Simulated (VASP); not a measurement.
Runs of VASP 6.6.1 on AlRu. The structure is that of space group Pm-3m (No. 221), or close to it. The cells are those of the table. 

```tsv
cell	gap on the mesh (eV)	pressure (GPa)
a = 2.992, b = 2.992, c = 3.081 Å, 2 atoms	none	-3.5
a = 2.992 Å, 2 atoms	none	(b)
a = 2.992, b = 2.992, c = 2.932 Å, 2 atoms	none	(a)
a = 2.992, b = 2.992, c = 2.902 Å, 2 atoms	none	9.5
a = 2.992, b = 2.992, c = 2.962 Å, 2 atoms	none	4.6
a = 2.992, b = 2.992, c = 3.022 Å, 2 atoms	none	0.3
a = 2.992, b = 2.992, c = 3.051 Å, 2 atoms	none	-1.7
```

Alike in all rows: task single point; level PBE; potentials or basis VASP PAW PBE potentials, release 64 (Al, Ru_pv); no spin polarisation; k mesh 12 × 12 × 12; cutoff (eV) 520; smearing methfessel-paxton 0.15 eV.

Task: Estimate the missing entries.

Result: (a) 7.0; (b) 2.4.

Caveats: the cell stands under pressure (at least some runs); the cell stands under tension (at least some runs).

A k mesh can miss the band edges, and the runs leave out spin-orbit coupling on Ru.

A gap of «none» marks levels without a gap at the run's occupations.
